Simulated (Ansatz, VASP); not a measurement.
# One calculation of BP, two programs

```xyz
2
Lattice="0.0000 2.2454 2.2454 2.2454 0.0000 2.2454 2.2454 2.2454 0.0000" Properties=species:S:1:pos:R:3 pbc="T T T"
B     0.0000    0.0000    0.0000
P     1.1227    1.1227    1.1227
```

Alike in both runs: task single point; functional LDA; k mesh 10 × 10 × 10; occupations gaussian, width 0.02 eV; no spin polarisation.

|  | VASP | Ansatz |
| --- | --- | --- |
| version | VASP 6.6.1 | Ansatz 0.2.0 |
| potentials or method | VASP PAW LDA potentials, release 64 (B, P), cutoff 500 eV | scalar-relativistic, plane waves, PAW |
| valence electrons in the cell | 8 | 8 |

```csv
,VASP,Ansatz,Ansatz less VASP
gap on the k mesh at the Fermi level (eV),1.15,1.15,-0.001
least direct gap on the mesh (eV),3.43,3.43,-0.003
pressure (GPa),-0.1,0.0,+0.12
```

Ansatz warns that its potentials were made for another functional, while VASP's fit it. LDA's correlation is that of Perdew and Zunger in VASP and of Perdew and Wang (1992) in Ansatz.
